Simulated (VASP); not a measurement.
A run of VASP 6.6.1 is set up as follows.

The input INCAR:

```
ALGO = Normal ; DIPOL = 0.5 0.5 0.500
EDIFF = 1E-7 ; EDIFFG = -0.01
ENCUT = 520 ; GGA = PE
IBRION = 2 ; IDIPOL = 3
ISIF = 2 ; ISMEAR = 0
IVDW = 12 ; KPAR = 8
LASPH = T ; LCHARG = F
LDIPOL = T ; LREAL = F
LWAVE = F ; NELM = 60
NSW = 70 ; PREC = Accurate
SIGMA = 0.02
```

File KPOINTS:

```
k-points
0
Gamma
  12 12 1
```

POSCAR

```
Bi2Se3
1.0
    4.1243445460      0.0000000000      0.0000000000
   -2.0621722730      3.5717871508      0.0000000000
    0.0000000000      0.0000000000     60.7411062870
Se Bi
6 4
Selective dynamics
Direct
    0.0000000000      0.0000000000      0.3570115511  F F T
    0.6666666667      0.3333333333      0.4149235402  T T T
    0.3333333333      0.6666666667      0.4728355293  T T T
    0.6666666667      0.3333333333      0.5271644707  F F T
    0.0000000000      0.0000000000      0.5850764598  T T T
    0.3333333333      0.6666666667      0.6429884489  T T T
    0.3333333333      0.6666666667      0.3830189076  T T T
    0.0000000000      0.0000000000      0.4468281729  T T T
    0.3333333333      0.6666666667      0.5531718271  T T T
    0.6666666667      0.3333333333      0.6169810924  T T T
```

Potentials or basis: VASP PAW PBE potentials, release 64 (Se, Bi_d).

Run with:

```console
$ cat potpaw_PBE.64/Se/POTCAR potpaw_PBE.64/Bi_d/POTCAR > POTCAR
$ mpirun -np 8 vasp_std > vasp.out
```

(1) What does it give for the dispersion energy per atom?

(2) Predict the energy gained by relaxing.

## Answers

(1) -0.357 eV.

(2) 6.4 meV/atom.
